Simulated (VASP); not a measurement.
Here is a VASP 6.6.1 calculation.

File INCAR:

```
SYSTEM = CsCl
ALGO = Normal ; EDIFF = 1E-6
ENCUT = 500 ; GGA = PE
GGA_COMPAT = .False. ; ISIF = 2
ISMEAR = 0 ; LASPH = .True.
LCHARG = .False. ; LREAL = .False.
LWAVE = .False. ; NBANDS = 15
NELM = 120 ; PREC = Accurate
SIGMA = 0.01
```

Contents of KPOINTS:

```
k-points
0
Gamma
  6 6 6
  0 0 0
```

POSCAR

```
CsCl
1.0
    4.1406758780      0.0000000000      0.0000000000
    0.0000000000      4.1406758780      0.0000000000
    0.0000000000      0.0000000000      4.1406758780
Cs Cl
1 1
Direct
    0.0000000000      0.0000000000      0.0000000000
    0.5000000000      0.5000000000      0.5000000000
```

Potentials or basis: VASP PAW PBE potentials, release 64 (Cs_sv, Cl).

The run is started by

```console
$ cat potpaw_PBE.64/Cs_sv/POTCAR potpaw_PBE.64/Cl/POTCAR > POTCAR
$ mpirun -np 1 vasp_std > vasp.out
```

(1) What does it give for the band gap on the k mesh?

(2) Predict the pressure.

## Answers

(1) 5.20 eV, direct.

(2) 0.8 GPa.

Caveat: spin-orbit coupling is left out, which moves the levels of the heavy elements.
